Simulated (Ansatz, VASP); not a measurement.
# One calculation of Ti, two programs

```
Ti
1.0
    -1.67318    1.67318    1.67318
     1.67318   -1.67318    1.67318
     1.67318    1.67318   -1.67318
Ti
1
Direct
  0.00000 0.00000 0.00000
```

Change from the starting cell: volume scaled by 1.06.

Alike in both runs: task single point; functional PBE; k mesh 14 × 14 × 14; occupations fermi-dirac, width 0.05 eV; no spin polarisation.

|  | VASP | Ansatz |
| --- | --- | --- |
| version | VASP 6.6.1 | Ansatz 0.2.0 |
| potentials or method | VASP PAW PBE potentials, release 64 (Ti_sv), cutoff 520 eV | all-electron LAPW, scalar-relativistic |

|  | VASP | Ansatz | Ansatz less VASP |
| --- | --- | --- | --- |
| pressure (GPa) | -7.7 | -7.6 | +0.14 |

Ansatz ran all-electron here, and VASP with PAW potentials.
